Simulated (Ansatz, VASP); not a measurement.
One calculation of Be2Si, two programs

```xyz
3
Lattice="0.0000 2.6414 2.6414 2.6414 0.0000 2.6414 2.6414 2.6414 0.0000" Properties=species:S:1:pos:R:3 pbc="T T T"
Si    0.0000    0.0000    0.0000
Be    1.3207    1.3207    1.3207
Be    3.9621    3.9621    3.9621
```

Alike in both runs: task single point; functional r2SCAN; k mesh 6 × 6 × 6; occupations fermi-dirac, width 0.02 eV; no spin polarisation.

```csv
,VASP,Ansatz
version,VASP 6.6.1,Ansatz 0.2.0
potentials or method,"VASP PAW PBE potentials, release 64 (Si, Be)",plane waves
plane-wave cutoff (eV),520,500
valence electrons in the cell,8,8
```

|  | VASP | Ansatz | Ansatz less VASP |
| --- | --- | --- | --- |
| pressure (GPa) | 0.1 | 0.0 | -0.15 |

VASP's potentials were made for PBE, not for r2SCAN.
